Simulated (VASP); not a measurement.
Input of a VASP 6.6.1 run:

Contents of INCAR:

```
SYSTEM = ReBi
ALGO     = Normal         ! electronic algorithm
EDIFF    = 1E-6           ! SCF threshold, eV
ENCUT    = 520            ! plane-wave cutoff, eV
GGA      = PE             ! functional
ISIF     = 2              ! what is computed and relaxed
ISMEAR   = 0              ! smearing method
LASPH    = .True.         ! aspherical terms in the spheres
LCHARG   = .False.        ! write CHGCAR
LREAL    = .False.        ! projectors in reciprocal space
LWAVE    = .False.        ! write WAVECAR
NBANDS   = 18             ! bands
NELM     = 60             ! most SCF steps
PREC     = Accurate       ! precision mode
SIGMA    = 0.05           ! smearing width, eV
```

KPOINTS

```
k-points
0
Gamma
  10 10 10
  0 0 0
```

Contents of POSCAR:

```
ReBi
1.0
    0.0000000000      3.1132974295      3.1132974295
    3.1132974295      0.0000000000      3.1132974295
    3.1132974295      3.1132974295      0.0000000000
Re Bi
1 1
Direct
    0.0000000000      0.0000000000      0.0000000000
    0.2500000000      0.2500000000      0.2500000000
```

Potentials or basis: VASP PAW PBE potentials, release 64 (Re, Bi_d).

Command:

```bash
$ cat potpaw_PBE.64/Re/POTCAR potpaw_PBE.64/Bi_d/POTCAR > POTCAR
$ mpirun -np 1 vasp_std > vasp.out
```

Predict the pressure.

-0.3 GPa.

Estimate the band gap on the k mesh.

zero (bands 11 and 12 overlap by 0.01 eV).

Caveat: spin-orbit coupling is left out, which moves the levels of the heavy elements.
